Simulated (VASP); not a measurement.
Write the native input for VASP 6.6.1 that does the following.

```
Task                   : single point
Functional             : PBE
Potentials or basis    : VASP PAW PBE potentials, release 64 (W_sv)
Cutoff                 : 500 eV
k mesh                 : 20 × 20 × 20
Occupations            : gaussian, width 0.15 eV
Spin                   : no spin polarisation
Dipole correction      : no
Further INCAR settings : ALGO = Normal; EDIFF = 1e-06; NBANDS = 13
```

The structure of W lies in POSCAR:

```
W
1.0
   -1.6771650000      1.5973000000      1.6771650000
    1.5174350000     -1.5973000000      1.5174350000
    1.6771650000      1.5973000000     -1.6771650000
W
1
Direct
    0.0000000000      0.0000000000      0.0000000000
```

This cell differs from its parent crystal: strain -0.1000 x Voigt [0, 0, 0, 0, 1, 0].

The input as run:

INCAR

```
SYSTEM = W
PREC = Accurate
ENCUT = 500
EDIFF = 1E-6
ISMEAR = 0
SIGMA = 0.15
LREAL = .False.
LASPH = .True.
NELM = 120
ALGO = Normal
ISIF = 2
LWAVE = .False.
LCHARG = .True.
GGA = PE
LELF = .True.
LVHAR = .True.
NBANDS = 13
GGA_COMPAT = .False.
```

KPOINTS

```
regular mesh
0
Gamma
  20 20 20
  0 0 0
```

Potentials or basis: VASP PAW PBE potentials, release 64 (W_sv).

The run is started by

```console
$ cat potpaw_PBE.64/W_sv/POTCAR > POTCAR
$ mpirun -np 1 vasp_std > vasp.out
```

Results of the run:

```yaml
Pressure: -0.1 GPa
Band_gap_on_the_k_mesh: zero (bands 7 and 8 overlap by 4.85 eV)
```

Caveat: the cell differs from its parent crystal (strain -0.1000 x Voigt [0, 0, 0, 0, 1, 0]); spin-orbit coupling is left out, which moves the levels of the heavy elements.

It took 4.1 min on 1 thread of Intel Xeon 8259CL (shared host), peak memory 0.33 GiB.
